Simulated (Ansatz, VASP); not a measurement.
One calculation of Sr, two programs

```
CELL_PARAMETERS angstrom
0.00000 3.08403 2.96067
3.08403 0.00000 2.96067
3.08403 3.08403 0.00000
ATOMIC_POSITIONS crystal
Sr 0.00000 0.00000 0.00000
```

Alike in both runs: task single point; functional PBEsol; k mesh 10 × 10 × 10; occupations gaussian, width 0.03 eV; no spin polarisation.

|  | VASP | Ansatz |
| --- | --- | --- |
| version | VASP 6.6.1 | Ansatz 0.2.0 |
| potentials or method | VASP PAW PBE potentials, release 64 (Sr_sv), cutoff 520 eV | scalar-relativistic, plane waves, PAW |
| valence electrons in the cell | 10 | 10 |

|  | VASP | Ansatz | Ansatz less VASP |
| --- | --- | --- | --- |
| gap on the k mesh at the Fermi level (eV) | none | none | - |
| pressure (GPa) | -0.9 | -0.9 | 0.00 |
| traceless stress, the component that is largest in VASP (GPa) | 0.06 | 0.06 | -0.001 |

VASP's potentials were made for PBE, not for PBEsol. A gap of «none» marks a metal or a gap that the smearing closes. With one functional, cell and mesh, what is left measures potentials, basis and numerics.
